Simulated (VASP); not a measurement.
Input of a VASP 6.6.1 run:

POSCAR

```
MoS2
1.0
    1.6380659524      0.9457378186      6.4140042900
   -1.6380659524      0.9457378186      6.4140042900
    0.0000000000     -1.8914756372      6.4140042900
Mo S
1 2
Direct
    0.0000000000      0.0000000000      0.0000000000
    0.7460318427      0.7460318427      0.7460318427
    0.2539681573      0.2539681573      0.2539681573
```

File INCAR.step1:

```
SYSTEM = MoS2
PREC = Accurate
ENCUT = 550
ISMEAR = -1
SIGMA = 0.1
LREAL = .FALSE.
LASPH = .TRUE.
NELM = 120
NBANDS = 20
GGA = PE
ALGO = Normal
EDIFF = 1E-5
LWAVE = .TRUE.
LCHARG = .FALSE.
GGA_COMPAT = .FALSE.
```

Contents of INCAR.step2:

```
SYSTEM = MoS2
PREC = Accurate
ENCUT = 550
EDIFF = 1E-6
ISMEAR = -1
SIGMA = 0.1
LREAL = .FALSE.
LASPH = .TRUE.
NELM = 120
ALGO = Normal
ISIF = 2
LWAVE = .FALSE.
LCHARG = .FALSE.
METAGGA = R2SCAN
LMIXTAU = .TRUE.
NBANDS = 20
ISTART = 1
GGA_COMPAT = .FALSE.
```

Contents of KPOINTS:

```
Automatic mesh
0
G
  11 11 11
  0 0 0
```

Potentials or basis: VASP PAW PBE potentials, release 64 (Mo_sv, S).

The run is started by

```bash
$ cat potpaw_PBE.64/Mo_sv/POTCAR potpaw_PBE.64/S/POTCAR > POTCAR
$ cp INCAR.step1 INCAR
$ mpirun -np 1 vasp_std > vasp.out
$ cp INCAR.step2 INCAR
$ mpirun -np 1 vasp_std > vasp.out
```

Q: What does it give for the band gap on the k mesh?

A: Zero (bands 13 and 14 overlap by 0.82 eV).

Q: Predict the pressure.

A: -2.2 GPa.

Forces on the atoms (eV/Å):
```
Mo   0.000  0.000  0.000
S    0.000  0.000  0.003
S    0.000  0.000 -0.003
```

Caveat: the PAW data sets were made with another functional, which shifts forces and pressure a little.
